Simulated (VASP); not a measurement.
Crystal: Zn.

```
CELL_PARAMETERS angstrom
-1.55851 1.55851 1.55851
1.55851 -1.55851 1.55851
1.55851 1.55851 -1.55851
ATOMIC_POSITIONS crystal
Zn 0.00000 0.00000 0.00000
```

Program: VASP 6.6.1. Alike in all runs: task single point; no spin polarisation; cell as given; cutoff (eV) 520; smearing fermi-dirac 0.05 eV.

Q: Order these runs on this cell by their pressure, lowest first.
A. level PBE0; potentials or basis VASP PAW PBE potentials, release 64 (Zn); k mesh 6 × 6 × 6; grid for exact exchange (PRECFOCK) Normal
B. level PBEsol; potentials or basis VASP PAW PBE potentials, release 64 (Zn); k mesh 12 × 12 × 12
C. level LDA; potentials or basis VASP PAW LDA potentials, release 64 (Zn); k mesh 12 × 12 × 12

A: C (-6.9 GPa), B (-3.7 GPa), A (1.3 GPa).

Caveats: some runs use coarse meshes; the PAW data sets were made with another functional, which shifts forces and pressure a little (some runs).
